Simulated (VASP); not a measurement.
# RbCl (Fm-3m) in VASP: single point with PBEsol

Aim: the single point of RbCl with PBEsol.

Program: VASP 6.6.1. These are calculated values, not measurements. Logs are shortened: lines on timing, memory, paths and dates and some standing lists are left out, and cuts for length are marked.

### Step 1. The cell of the first run

It takes space group Fm-3m (No. 225, cubic). The conventional cell has a = 6.676 Å, b = 6.676 Å, c = 6.676 Å, α = 90.00°, β = 90.00°, γ = 90.00°. Rb (site symmetry m-3m) has 6 Cl at 3.34 Å within 4.4 Å. Cl (site symmetry m-3m) has 6 Rb at 3.34 Å within 4.4 Å.

### Step 2. Single point, PBEsol (volume scaled by 1.06)

INCAR reads:

```
SYSTEM = RbCl
PREC     = Accurate       ! precision mode
ENCUT    = 500            ! plane-wave cutoff, eV
EDIFF    = 1E-6           ! SCF threshold, eV
ISMEAR   = -1             ! smearing method
SIGMA    = 0.02           ! smearing width, eV
LREAL    = .False.        ! projectors in reciprocal space
LASPH    = .True.         ! aspherical terms in the spheres
NELM     = 120            ! most SCF steps
ALGO     = Normal         ! electronic algorithm
ISIF     = 2              ! what is computed and relaxed
LWAVE    = .False.        ! write WAVECAR
LCHARG   = .False.        ! write CHGCAR
GGA      = PS             ! functional
NBANDS   = 15             ! bands
GGA_COMPAT= .False.
```

KPOINTS reads:

```
Automatic mesh
0
Gamma
  7 7 7
  0 0 0
```

POSCAR reads:

```
RbCl
1.0
    0.0000000000      3.3382123806      3.3382123806
    3.3382123806      0.0000000000      3.3382123806
    3.3382123806      3.3382123806      0.0000000000
Rb Cl
1 1
Direct
    0.0000000000      0.0000000000      0.0000000000
    0.5000000000      0.5000000000      0.5000000000
```

Potentials or basis: VASP PAW PBE potentials, release 64 (Rb_sv, Cl).

Command:

```console
$ cat potpaw_PBE.64/Rb_sv/POTCAR potpaw_PBE.64/Cl/POTCAR > POTCAR
$ mpirun -np 1 vasp_std > vasp.out
```

OUTCAR:

```text
SYSTEM = RbCl
   PREC = Accurate
   ENCUT = 500
   EDIFF = 1E-6
   ISMEAR = -1
   LREAL = .False.
   LASPH = .True.
   NELM = 120
   ISIF = 2
   GGA = PS

 ion  position               nearest neighbor table
   1  0.000  0.000  0.000-   2 3.34   2 3.34   2 3.34   2 3.34   2 3.34   2 3.34
   2  0.500  0.500  0.500-   1 3.34   1 3.34   1 3.34   1 3.34   1 3.34   1 3.34

  LATTYP: Found a face centered cubic cell.
 ALAT       =     6.6764247612

  Lattice vectors:

 A1 = (   0.0000000000,   3.3382123806,   3.3382123806)
 A2 = (   3.3382123806,   0.0000000000,   3.3382123806)
 A3 = (   3.3382123806,   3.3382123806,   0.0000000000)

Analysis of symmetry for initial positions (statically):
=====================================================================
 Subroutine PRICEL returns:
 Original cell was already a primitive cell.

 Routine SETGRP: Setting up the symmetry group for a
 face centered cubic supercell.

 Subroutine GETGRP returns: Found 48 space group operations
 (whereof 48 operations were pure point group operations)
 out of a pool of 48 trial point group operations.

The static configuration has the point symmetry O_h .

Analysis of symmetry for dynamics (positions and initial velocities):
=====================================================================
 Subroutine PRICEL returns:
 Original cell was already a primitive cell.

 Routine SETGRP: Setting up the symmetry group for a
 face centered cubic supercell.

 Subroutine GETGRP returns: Found 48 space group operations
 (whereof 48 operations were pure point group operations)
 out of a pool of 48 trial point group operations.

The dynamic configuration has the point symmetry O_h .

 Subroutine INISYM returns: Found 48 space group operations
 (whereof 48 operations are pure point group operations),
 and found     1 'primitive' translations

----------------------------------------------------------------------------------------

                                     Primitive cell

  volume of cell :      74.3998

  direct lattice vectors                    reciprocal lattice vectors
     0.000000000  3.338212381  3.338212381    -0.149780764  0.149780764  0.149780764
     3.338212381  0.000000000  3.338212381     0.149780764 -0.149780764  0.149780764
     3.338212381  3.338212381  0.000000000     0.149780764  0.149780764 -0.149780764

  length of vectors
     4.720945223  4.720945223  4.720945223     0.259427893  0.259427893  0.259427893

  position of ions in fractional coordinates (direct lattice)
     0.000000000  0.000000000  0.000000000
     0.500000000  0.500000000  0.500000000

  ion indices of the primitive-cell ions
   primitive index   ion index
                 1           1
                 2           2

----------------------------------------------------------------------------------------

 KPOINTS: Automatic mesh

Automatic generation of k-mesh.
 Grid dimensions read from file:
 generate k-points for:    7    7    7

 Generating k-lattice:

  Cartesian coordinates                     Fractional coordinates (reciprocal lattice)
    -0.021397252  0.021397252  0.021397252     0.142857143  0.000000000  0.000000000
     0.021397252 -0.021397252  0.021397252     0.000000000  0.142857143  0.000000000
     0.021397252  0.021397252 -0.021397252     0.000000000  0.000000000  0.142857143

  Length of vectors
     0.037061128  0.037061128  0.037061128

  Shift w.r.t. Gamma in fractional coordinates (k-lattice)
     0.000000000  0.000000000  0.000000000

 Subroutine IBZKPT returns following result:
 ===========================================

 Found     20 irreducible k-points:

 Following reciprocal coordinates:
            Coordinates               Weight
  0.000000  0.000000  0.000000      1.000000
  0.142857  0.000000  0.000000      8.000000
  0.285714  0.000000  0.000000      8.000000
  0.428571  0.000000  0.000000      8.000000
  0.142857  0.142857  0.000000      6.000000
  0.285714  0.142857  0.000000     24.000000
[... 12 lines left out ...]
 -0.428571  0.428571  0.142857     24.000000
 -0.285714  0.428571  0.142857     24.000000
   k-points           NKPTS =     20   k-points in BZ     NKDIM =     20   number of bands    NBANDS=     15
   number of dos      NEDOS =    301   number of ions     NIONS =      2
   total plane-waves  NPLWV =  46656
   dimension x,y,z NGX =    36 NGY =   36 NGZ =   36
   dimension x,y,z NGXF=    72 NGYF=   72 NGZF=   72
   ions per type =               1   1
   NGX,Y,Z   is equivalent  to a cutoff of  12.68, 12.68, 12.68 a.u.
   NGXF,Y,Z  is equivalent  to a cutoff of  25.35, 25.35, 25.35 a.u.
 SYSTEM =  RbCl
   PREC   = accura    normal or accurate (medium, high low for compatibility)
   ISTART =      0    job   : 0-new  1-cont  2-samecut
   ICHARG =      2    charge: 1-file 2-atom 10-const
   ISPIN  =      1    spin polarized calculation?
   LNONCOLLINEAR =      F non collinear calculations
   LSORBIT =      F    spin-orbit coupling
   LASPH  =      T    aspherical Exc in radial PAW
   ENCUT  =  500.0 eV  36.75 Ry    6.06 a.u.   8.61  8.61  8.61*2*pi/ulx,y,z
   NELM   =    120;   NELMIN=  2; NELMDL= -5     # of ELM steps
   EDIFF  = 0.1E-05   stopping-criterion for ELM
   LREAL  =      F    real-space projection
   EDIFFG = 0.1E-04   stopping-criterion for IOM
   NSW    =      0    number of steps for IOM
   IBRION =     -1    ionic relax: 0-MD 1-quasi-New 2-CG
   NFREE  =      0    steps in history (QN), initial steepest desc. (CG)
   ISIF   =      2    stress and relaxation
   ISYM   =      2    0-nonsym 1-usesym 2-fastsym
   POTIM  = 0.5000    time-step for ionic-motion
   TEBEG  =    0.0;   TEEND  =   0.0 temperature during run
   PSTRESS=    0.0 pullay stress
   NELECT =      16.0000    total number of electrons
   NUPDOWN=      -1.0000    fix difference up-down
   EMIN   =  10.00;   EMAX   =-10.00  energy-range for DOS
   EFERMI =   0.00;   METHOD = LEGACY
   ISMEAR =    -1;   SIGMA  =   0.02  broadening in eV -4-tet -1-fermi 0-gaus
   EFERMI_NEDOS =   21; number of points for ismear=-14 and -15
   IALGO  =     38    algorithm
   IMIX   =      4    mixing-type and parameters
     AMIX     =   0.40;   BMIX     =  1.00
     AMIX_MAG =   1.60;   BMIX_MAG =  1.00
  volume/ion in A,a.u.               =      37.20       251.04
  Fermi-wavevector in a.u.,A,eV,Ry     =   0.980824  1.853488 13.089005  0.962015
  Thomas-Fermi vector in A             =   2.111783
   LORBIT       =      0    0 simple, 1 ext, 2 COOP (PROOUT), +10 PAW based schemes
   GGA     = PS    functional components
   LHFCALC =     F    Hartree Fock is set to
   AEXX    =    0.0000 exact exchange contribution
   IVDW    =     0    specifies the selected vdW correction
   LEPSILON=     F    determine dielectric tensor
   LRPA    =     F    only Hartree local field effects (RPA)
 non-spin polarized calculation
  energy-cutoff  :      500.00
  volume of cell :       74.40
 maximum number of plane-waves:      1917
   NGX = 17   NGY = 17   NGZ = 17

 number of electron      16.0000001 magnetization

 Free energy of the ion-electron system (eV)
  ---------------------------------------------------
  ext. energy  EPLUGINS =         0.00000000
  ---------------------------------------------------
  free energy    TOTEN  =        -6.88334135 eV

  energy without entropy =       -6.88334135  energy(sigma->0) =       -6.88334135

 E-fermi :  -1.6006     XC(G=0):  -7.3422

 val. band max:       -2.1032341713   @ k =   0.0000   0.0000   0.0000
 cond. band min:       2.6193083720   @ k =   0.0000   0.0000   0.0000
 fundamental gap:      4.7225425433
 Fermi energy:        -1.6006109839

 k-point     1 :       0.0000    0.0000    0.0000
  band No.  band energies     occupation
      1     -26.0849      2.00000
      2     -14.0339      2.00000
      3     -10.1441      2.00000
      4     -10.1441      2.00000
      5     -10.1441      2.00000
      6      -2.1032      2.00000
      7      -2.1032      2.00000
      8      -2.1032      2.00000
      9       2.6193      0.00000
     10       5.7795      0.00000
     11       5.7795      0.00000
     12       5.7795      0.00000
     13       6.7273      0.00000
     14       6.7273      0.00000
     15       9.6889      0.00000

 k-point     2 :       0.1429    0.0000    0.0000
  band No.  band energies     occupation
      1     -26.0825      2.00000
      2     -14.0436      2.00000
      3     -10.1464      2.00000
      4     -10.1464      2.00000
      5     -10.1408      2.00000
      6      -2.2919      2.00000
      7      -2.1653      2.00000
      8      -2.1653      2.00000
      9       3.0710      0.00000
     10       5.6243      0.00000
     11       6.0246      0.00000
     12       6.0246      0.00000
     13       7.0107      0.00000
     14       7.0107      0.00000
     15      10.4760      0.00000

 k-point     3 :       0.2857    0.0000    0.0000
  band No.  band energies     occupation
      1     -26.0770      2.00000
      2     -14.0651      2.00000
      3     -10.1514      2.00000
      4     -10.1514      2.00000
      5     -10.1334      2.00000
      6      -2.6505      2.00000
      7      -2.2988      2.00000
      8      -2.2988      2.00000
      9       4.1383      0.00000
     10       5.5138      0.00000
     11       6.7192      0.00000
     12       6.7192      0.00000
     13       7.7654      0.00000
     14       7.7654      0.00000
     15      10.8827      0.00000

 k-point     4 :       0.4286    0.0000    0.0000
  band No.  band energies     occupation
      1     -26.0726      2.00000
      2     -14.0822      2.00000
      3     -10.1554      2.00000
      4     -10.1554      2.00000
      5     -10.1277      2.00000
      6      -2.8948      2.00000
      7      -2.4004      2.00000
      8      -2.4004      2.00000
      9       5.1691      0.00000
     10       5.6013      0.00000
     11       7.6265      0.00000
     12       7.6265      0.00000
     13       8.7041      0.00000
     14       8.7041      0.00000
     15       9.7046      0.00000
[... 235 lines left out ...]
 k-point    18 :      -0.4286    0.2857    0.1429
  band No.  band energies     occupation
      1     -26.0701      2.00000
      2     -14.0440      2.00000
      3     -10.2458      2.00000
      4     -10.2271      2.00000
      5     -10.1413      2.00000
      6      -2.6826      2.00000
      7      -2.3927      2.00000
      8      -2.3296      2.00000
      9       5.2466      0.00000
     10       5.4426      0.00000
     11       7.1747      0.00000
     12       7.7017      0.00000
     13       8.2948      0.00000
     14       8.9150      0.00000
     15       9.4761      0.00000

 k-point    19 :      -0.4286    0.4286    0.1429
  band No.  band energies     occupation
      1     -26.0688      2.00000
      2     -14.0129      2.00000
      3     -10.3163      2.00000
      4     -10.2533      2.00000
      5     -10.1714      2.00000
      6      -2.4925      2.00000
      7      -2.3639      2.00000
      8      -2.2660      2.00000
      9       4.5630      0.00000
     10       5.7623      0.00000
     11       6.8922      0.00000
     12       7.7883      0.00000
     13       8.2779      0.00000
     14       9.0799      0.00000
     15       9.5744      0.00000

 k-point    20 :      -0.2857    0.4286    0.1429
  band No.  band energies     occupation
      1     -26.0684      2.00000
      2     -14.0213      2.00000
      3     -10.3101      2.00000
      4     -10.2633      2.00000
      5     -10.1433      2.00000
      6      -2.5445      2.00000
      7      -2.3661      2.00000
      8      -2.3419      2.00000
      9       5.1189      0.00000
     10       5.7596      0.00000
     11       6.9048      0.00000
     12       7.1139      0.00000
     13       8.9300      0.00000
     14       8.9924      0.00000
     15       9.9896      0.00000

------------------------ aborting loop because EDIFF is reached ----------------------------------------

  FORCE on cell =-STRESS in cart. coord.  units (eV):
  Direction    XX          YY          ZZ          XY          YZ          ZX
  --------------------------------------------------------------------------------------
  -------------------------------------------------------------------------------------
  Total       -0.3949894     -0.3949894     -0.3949894     -0.0000000      0.0000000      0.0000000
  in kB       -8.5059760     -8.5059760     -8.5059760     -0.0000000      0.0000000      0.0000000
  external PRESSURE =      -8.5059760 kB  Pullay stress =       0.0000000 kB

 VOLUME and BASIS-vectors are now :
 -----------------------------------------------------------------------------
  energy-cutoff  :      500.00
  volume of cell :       74.40
      direct lattice vectors                 reciprocal lattice vectors
     0.000000000  3.338212381  3.338212381    -0.149780764  0.149780764  0.149780764
     3.338212381  0.000000000  3.338212381     0.149780764 -0.149780764  0.149780764
     3.338212381  3.338212381  0.000000000     0.149780764  0.149780764 -0.149780764

 POSITION                                       TOTAL-FORCE (eV/Angst)
 -----------------------------------------------------------------------------------
      0.00000      0.00000      0.00000         0.000000     -0.000000     -0.000000
      3.33821      3.33821      3.33821        -0.000000      0.000000      0.000000
 -----------------------------------------------------------------------------------
    total drift:                                0.000000      0.000000      0.000000

  FREE ENERGIE OF THE ION-ELECTRON SYSTEM (eV)
  ---------------------------------------------------
  free  energy   TOTEN  =        -6.8833413540 eV

  energy  without entropy=       -6.8833413540  energy(sigma->0) =       -6.88334135
```

Wall time 43 s (1 thread of Intel Xeon 8259CL, shared host); peak memory 0.2 GiB.

What came out:

```
Free energy            : -6.8833 eV
Pressure               : -0.9 GPa
Band gap on the k mesh : 4.72 eV, direct
```

Levels at points of the mesh, in eV from the valence-band top:
| k point | band 5 | band 6 | band 7 | band 8 | band 9 | band 10 | band 11 | band 12 |
| --- | --- | --- | --- | --- | --- | --- | --- | --- |
| (0.00, 0.00, 0.00) | -8.04 | 0.00 | 0.00 | 0.00 | 4.72 | 7.88 | 7.88 | 7.88 |

Caveat: the PAW data sets were made with another functional, which shifts forces and pressure a little. A k mesh can miss the band edges.
